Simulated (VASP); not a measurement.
# SrO (P1) in VASP: single point with PBE

Aim: the single point of SrO with PBE.

Everything below comes from runs of VASP 6.6.1. Logs are shortened: lines on timing, memory, paths and dates and some standing lists are left out, and cuts for length are marked.

## Step 1: The cell of the first run

The typed cell holds 4 atoms: a = 3.673 Å, b = 3.673 Å, c = 6.363 Å, α = 73.22°, β = 73.22°, γ = 60.00°.

## Step 2: Single point, PBE (atoms displaced along several vibrational modes)

Contents of INCAR:

```
SYSTEM = SrO
PREC = Accurate
ENCUT = 520
EDIFF = 1E-6
ISMEAR = 0
SIGMA = 0.05
LREAL = .False.
LASPH = .True.
NELM = 100
ALGO = Normal
ISIF = 2
LWAVE = .False.
LCHARG = .False.
GGA = PE
NBANDS = 24
```

Contents of KPOINTS:

```
Automatic mesh
0
Gamma
  9 9 8
  0 0 0
```

Contents of POSCAR:

```
SrO
1.0
    0.0000000000     -2.5975079636     -2.5975079636
   -2.5975079636      0.0000000000     -2.5975079636
    2.5975079636      2.5975079636     -5.1950159271
Sr O
2 2
Direct
    0.0027239831     -0.0081719493      0.0027239831
    0.5027239831      0.4918280507      0.5027239831
    0.6704894042      0.8780222912      0.7350818579
    0.2996743061      0.2114865778      0.2350818525
```

Potentials or basis: VASP PAW PBE potentials, release 64 (Sr_sv, O).

On the command line:

```console
cat potpaw_PBE.64/Sr_sv/POTCAR potpaw_PBE.64/O/POTCAR > POTCAR
mpirun -np 1 vasp_std > vasp.out
```

OUTCAR:

```text
SYSTEM = SrO
   PREC = Accurate
   ENCUT = 520
   EDIFF = 1E-6
   ISMEAR = 0
   LREAL = .False.
   LASPH = .True.
   NELM = 100
   ISIF = 2
   GGA = PE

 ion  position               nearest neighbor table
   1  0.003  0.992  0.003-   4 2.43   3 2.46   4 2.55   3 2.59   4 2.64   3 3.00   2 3.67   2 3.67
                             2 3.67   2 3.67   2 3.67   2 3.67
   2  0.503  0.492  0.503-   3 2.20   4 2.57   4 2.65   3 2.68   4 2.77   3 2.79   1 3.67   1 3.67
                             1 3.67   1 3.67   1 3.67   1 3.67
   3  0.670  0.878  0.735-   2 2.20   1 2.46   1 2.59   2 2.68   2 2.79   1 3.00
   4  0.300  0.211  0.235-   1 2.43   1 2.55   2 2.57   1 2.64   2 2.65   2 2.77

  LATTYP: Found a trigonal (rhomboedric) cell.
 ALAT       =     6.3625691136
 COS(alpha) =     0.8333333333

  Lattice vectors:

 A1 = (   2.5975079636,   5.1950159272,  -2.5975079635)
 A2 = (   5.1950159272,   2.5975079636,  -2.5975079635)
 A3 = (   2.5975079636,   2.5975079636,  -5.1950159271)

Analysis of symmetry for initial positions (statically):
=====================================================================
 Subroutine PRICEL returns:
 Original cell was already a primitive cell.

 Routine SETGRP: Setting up the symmetry group for a
 trigonal (rhombohedral) supercell.

 Subroutine GETGRP returns: Found  1 space group operations
 (whereof  1 operations were pure point group operations)
 out of a pool of 12 trial point group operations.

The static configuration has the point symmetry C_1 .

Analysis of symmetry for dynamics (positions and initial velocities):
=====================================================================
 Subroutine PRICEL returns:
 Original cell was already a primitive cell.

 Routine SETGRP: Setting up the symmetry group for a
 trigonal (rhombohedral) supercell.

 Subroutine GETGRP returns: Found  1 space group operations
 (whereof  1 operations were pure point group operations)
 out of a pool of 12 trial point group operations.

The dynamic configuration has the point symmetry C_1 .

 Subroutine INISYM returns: Found  1 space group operations
 (whereof  1 operations are pure point group operations),
 and found     1 'primitive' translations

----------------------------------------------------------------------------------------

                                     Primitive cell

  volume of cell :      70.1020

  direct lattice vectors                    reciprocal lattice vectors
     0.000000000 -2.597507964 -2.597507964     0.096246096 -0.288738287 -0.096246096
    -2.597507964  0.000000000 -2.597507964    -0.288738287  0.096246096 -0.096246096
     2.597507964  2.597507964 -5.195015927     0.096246096  0.096246096 -0.096246096

  length of vectors
     3.673430990  3.673430990  6.362569114     0.319212187  0.319212187  0.166703128

  position of ions in fractional coordinates (direct lattice)
     0.002723983  0.991828051  0.002723983
     0.502723983  0.491828051  0.502723983
     0.670489404  0.878022291  0.735081858
     0.299674306  0.211486578  0.235081853

  ion indices of the primitive-cell ions
   primitive index   ion index
                 1           1
                 2           2
                 3           3
                 4           4

----------------------------------------------------------------------------------------

 KPOINTS: Automatic mesh

Automatic generation of k-mesh.
 Grid dimensions read from file:
 generate k-points for:    9    9    8

 Generating k-lattice:

  Cartesian coordinates                     Fractional coordinates (reciprocal lattice)
     0.010694011 -0.032082032 -0.010694011     0.111111111  0.000000000  0.000000000
    -0.032082032  0.010694011 -0.010694011     0.000000000  0.111111111  0.000000000
     0.012030762  0.012030762 -0.012030762     0.000000000  0.000000000  0.125000000

  Length of vectors
     0.035468021  0.035468021  0.020837891

  Shift w.r.t. Gamma in fractional coordinates (k-lattice)
     0.000000000  0.000000000  0.000000000

 -----------------------------------------------------------------------------
|                                                                             |
|           W    W    AA    RRRRR   N    N  II  N    N   GGGG   !!!           |
|           W    W   A  A   R    R  NN   N  II  NN   N  G    G  !!!           |
|           W    W  A    A  R    R  N N  N  II  N N  N  G       !!!           |
|           W WW W  AAAAAA  RRRRR   N  N N  II  N  N N  G  GGG   !            |
|           WW  WW  A    A  R   R   N   NN  II  N   NN  G    G                |
|           W    W  A    A  R    R  N    N  II  N    N   GGGG   !!!           |
|                                                                             |
|     Your reciprocal lattice and k-lattice belong to different lattice       |
|     classes:                                                                |
|                                                                             |
|        The reciprocal lattice is rhombohedral (trigonal),                   |
|        whereas your k-lattice is base-centered monoclinic.                  |
|                                                                             |
|     Results are often still useful ...                                      |
|                                                                             |
 -----------------------------------------------------------------------------

 WARNING: IBZKPT: internal override: KBLOWUP is changed to .FALSE.
      ... skipping the blow-up phase ...

 Subroutine IBZKPT returns following result:
 ===========================================

 Found    325 irreducible k-points:

 Following reciprocal coordinates:
            Coordinates               Weight
  0.000000  0.000000  0.000000      1.000000
  0.111111  0.000000  0.000000      2.000000
  0.222222  0.000000 -0.000000      2.000000
  0.333333  0.000000  0.000000      2.000000
  0.444444  0.000000 -0.000000      2.000000
  0.000000  0.111111  0.000000      2.000000
[... 16 lines left out ...]
 -0.111111  0.222222 -0.000000      2.000000
  0.000000  0.333333  0.000000      2.000000
 [... further k-points ...]
   k-points           NKPTS =    325   k-points in BZ     NKDIM =    325   number of bands    NBANDS=     24
   number of dos      NEDOS =    301   number of ions     NIONS =      4
   total plane-waves  NPLWV =  37632
   dimension x,y,z NGX =    28 NGY =   28 NGZ =   48
   dimension x,y,z NGXF=    56 NGYF=   56 NGZF=   96
   ions per type =               2   2
   NGX,Y,Z   is equivalent  to a cutoff of  12.67, 12.67, 12.54 a.u.
   NGXF,Y,Z  is equivalent  to a cutoff of  25.34, 25.34, 25.08 a.u.
 SYSTEM =  SrO
   PREC   = accura    normal or accurate (medium, high low for compatibility)
   ISTART =      0    job   : 0-new  1-cont  2-samecut
   ICHARG =      2    charge: 1-file 2-atom 10-const
   ISPIN  =      1    spin polarized calculation?
   LNONCOLLINEAR =      F non collinear calculations
   LSORBIT =      F    spin-orbit coupling
   LASPH  =      T    aspherical Exc in radial PAW
   ENCUT  =  520.0 eV  38.22 Ry    6.18 a.u.   6.83  6.83 11.83*2*pi/ulx,y,z
   NELM   =    100;   NELMIN=  2; NELMDL= -5     # of ELM steps
   EDIFF  = 0.1E-05   stopping-criterion for ELM
   LREAL  =      F    real-space projection
   EDIFFG = 0.1E-04   stopping-criterion for IOM
   NSW    =      0    number of steps for IOM
   IBRION =     -1    ionic relax: 0-MD 1-quasi-New 2-CG
   NFREE  =      0    steps in history (QN), initial steepest desc. (CG)
   ISIF   =      2    stress and relaxation
   ISYM   =      2    0-nonsym 1-usesym 2-fastsym
   POTIM  = 0.5000    time-step for ionic-motion
   TEBEG  =    0.0;   TEEND  =   0.0 temperature during run
   PSTRESS=    0.0 pullay stress
   NELECT =      32.0000    total number of electrons
   NUPDOWN=      -1.0000    fix difference up-down
   EMIN   =  10.00;   EMAX   =-10.00  energy-range for DOS
   EFERMI =   0.00;   METHOD = LEGACY
   ISMEAR =     0;   SIGMA  =   0.05  broadening in eV -4-tet -1-fermi 0-gaus
   EFERMI_NEDOS =   21; number of points for ismear=-14 and -15
   IALGO  =     38    algorithm
   IMIX   =      4    mixing-type and parameters
     AMIX     =   0.40;   BMIX     =  1.00
     AMIX_MAG =   1.60;   BMIX_MAG =  1.00
  volume/ion in A,a.u.               =      17.53       118.27
  Fermi-wavevector in a.u.,A,eV,Ry     =   1.260515  2.382028 21.618263  1.588897
  Thomas-Fermi vector in A             =   2.394020
   LORBIT       =      0    0 simple, 1 ext, 2 COOP (PROOUT), +10 PAW based schemes
   GGA     = PE    functional components
   LHFCALC =     F    Hartree Fock is set to
   AEXX    =    0.0000 exact exchange contribution
   IVDW    =     0    specifies the selected vdW correction
   LEPSILON=     F    determine dielectric tensor
   LRPA    =     F    only Hartree local field effects (RPA)
 non-spin polarized calculation
 Gauss-broadening in eV      SIGMA  =   0.05
  energy-cutoff  :      520.00
  volume of cell :       70.10
 maximum number of plane-waves:      1903
   NGX = 13   NGY = 13   NGZ = 23

 number of electron      32.0000001 magnetization

 Free energy of the ion-electron system (eV)
  ---------------------------------------------------
  ext. energy  EPLUGINS =         0.00000000
  ---------------------------------------------------
  free energy    TOTEN  =       -23.65652481 eV

  energy without entropy =      -23.65652481  energy(sigma->0) =      -23.65652481

 E-fermi :   1.7511     XC(G=0):  -9.8547

 val. band max:        1.5587952032   @ k =   0.0000   0.0000   0.0000
 cond. band min:       4.8692437112   @ k =   0.0000   0.4444   0.5000
 fundamental gap:      3.3104485079
 Fermi energy:         1.7511214234

 k-point     1 :       0.0000    0.0000    0.0000
  band No.  band energies     occupation
      1     -30.9131      2.00000
      2     -30.7746      2.00000
      3     -15.2121      2.00000
      4     -13.7095      2.00000
      5     -12.7358      2.00000
      6     -12.6865      2.00000
[... 16 lines left out ...]
     23       9.6057      0.00000
     24      10.2776      0.00000
[... 598 lines left out ...]
      2     -30.7407      2.00000
      3     -14.9091      2.00000
      4     -14.4533      2.00000
      5     -13.2571      2.00000
      6     -12.8057      2.00000
[... 16 lines left out ...]
     23      10.5338      0.00000
     24      10.8676      0.00000

 [... further k-points ...]

------------------------ aborting loop because EDIFF is reached ----------------------------------------

  FORCE on cell =-STRESS in cart. coord.  units (eV):
  Direction    XX          YY          ZZ          XY          YZ          ZX
  --------------------------------------------------------------------------------------
  -------------------------------------------------------------------------------------
  Total        4.0516814      1.2854291      0.1752283      0.7006451     -0.0524359     -0.2678438
  in kB       92.6009021     29.3783947      4.0048302     16.0131948     -1.1984182     -6.1215527
  external PRESSURE =      41.9947090 kB  Pullay stress =       0.0000000 kB

 VOLUME and BASIS-vectors are now :
 -----------------------------------------------------------------------------
  energy-cutoff  :      520.00
  volume of cell :       70.10
      direct lattice vectors                 reciprocal lattice vectors
     0.000000000 -2.597507964 -2.597507964     0.096246096 -0.288738287 -0.096246096
    -2.597507964  0.000000000 -2.597507964    -0.288738287  0.096246096 -0.096246096
     2.597507964  2.597507964 -5.195015927     0.096246096  0.096246096 -0.096246096

 POSITION                                       TOTAL-FORCE (eV/Angst)
 -----------------------------------------------------------------------------------
     -2.56921      0.00000     -2.59751         0.106396     -0.047822     -0.008497
      0.02830      0.00000     -5.19502        -1.627017     -0.162753      0.078617
     -0.37129      0.16778     -7.84103         2.047368     -0.516462      0.115299
      0.06129     -0.16778     -2.54900        -0.526747      0.727036     -0.185419
 -----------------------------------------------------------------------------------
    total drift:                               -0.000027     -0.000082     -0.000029

  FREE ENERGIE OF THE ION-ELECTRON SYSTEM (eV)
  ---------------------------------------------------
  free  energy   TOTEN  =       -23.6565248080 eV

  energy  without entropy=      -23.6565248080  energy(sigma->0) =      -23.65652481
```

Wall time 5.9 min (1 thread of Oxide Virtual Turin-like, shared host); peak memory 0.51 GiB.

What came out:

| Item | Value |
| --- | --- |
| Free energy | -23.6565 eV |
| Pressure | 4.2 GPa |
| Largest force | 2.115 eV/Å |
| Band gap on the k mesh | 3.31 eV (least direct gap 3.44 eV) |

Forces on the atoms (eV/Å):
```
Sr   0.106 -0.048 -0.008
Sr  -1.627 -0.163  0.079
O    2.047 -0.516  0.115
O   -0.527  0.727 -0.185
```

Caveat: the cell differs from its parent crystal (atoms displaced along several vibrational modes); the stress differs along the axes, from 0 to 9 GPa; forces of over 1 eV/Å act on the atoms, so gaps and moduli don't describe the material at rest. A k mesh can miss the band edges.
